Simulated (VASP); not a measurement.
Crystal: WC.

```
W C
1.0
     0.00000    2.22154    2.22154
     2.22154    0.00000    2.22154
     2.22154    2.22154    0.00000
W C
1 1
Direct
  0.00000 0.00000 0.00000
  0.50000 0.50000 0.50000
```

Base run:

```yaml
Program: VASP 6.6.1
Functional: PBEsol
Potentials_or_basis: VASP PAW PBE potentials, release 64 (W_sv, C)
Cutoff: 520 eV
k_mesh: 10 × 10 × 10
Occupations: fermi-dirac, width 0.05 eV
Spin: no spin polarisation
```

Its results: band gap on the k mesh zero (band 9 reaches 12.63 eV, above the bottom of band 10 at 9.63 eV); pressure -21.8 GPa.

Problem. After a change of settings the same cell gave: band gap on the k mesh zero (band 9 reaches 12.78 eV, above the bottom of band 10 at 9.79 eV); pressure -13.7 GPa. Which change was it?
A. functional from PBEsol to PBE
B. functional from PBEsol to LDA; potentials or basis from VASP PAW PBE potentials, release 64 (W_sv, C) to VASP PAW LDA potentials, release 64 (W_sv, C)
C. further incar settings from ALGO = Normal; EDIFF = 1e-06; NBANDS = 16 to ALGO = Normal; EDIFF = 1e-07; NBANDS = 16
D. functional from PBEsol to r2SCAN

Solution. A.

PBE binds less tightly than PBEsol, so the same cell stands under more pressure.

Caveats: spin-orbit coupling is left out, which moves the levels of the heavy elements; the PAW data sets were made with another functional, which shifts forces and pressure a little (some runs).
